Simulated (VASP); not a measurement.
Input of a VASP 6.6.1 run:

File INCAR:

```
PREC     = Accurate       # precision mode
ENCUT    = 600            # plane-wave cutoff, eV
EDIFF    = 1E-6           # SCF threshold, eV
ISMEAR   = 0              # smearing method
SIGMA    = 0.05           # smearing width, eV
LREAL    = False          # projectors in reciprocal space
LASPH    = True           # aspherical terms in the spheres
NELM     = 100            # most SCF steps
ALGO     = Normal         # electronic algorithm
ISIF     = 4              # what is computed and relaxed
LWAVE    = False          # write WAVECAR
LCHARG   = False          # write CHGCAR
GGA      = PS             # functional
IBRION   = 2              # ionic algorithm
NSW      = 60             # ionic steps
EDIFFG   = -0.01          # ionic threshold
```

The input KPOINTS:

```
regular mesh
0
Gamma
  6 6 8
```

The input POSCAR:

```
BaS
1.0
    5.3062146687      0.0000000000      0.0000000000
    0.0000000000      5.3062146687      0.0000000000
    0.0000000000      0.0000000000      3.7832655544
Ba S
2 2
Direct
    0.5000000000      0.0000000000      0.4263630039
    0.0000000000      0.5000000000      0.5736369961
    0.0000000000      0.0000000000      0.0000000000
    0.5000000000      0.5000000000      0.0000000000
```

Potentials or basis: VASP PAW PBE potentials, release 64 (Ba_sv, S).

Launch:

```console
$ cat potpaw_PBE.64/Ba_sv/POTCAR potpaw_PBE.64/S/POTCAR > POTCAR
$ mpirun -np 1 vasp_std > vasp.out
```

(1) Predict the band gap on the k mesh.

## Answers

(1) 1.31 eV.

Caveat: spin-orbit coupling is left out, which moves the levels of the heavy elements.
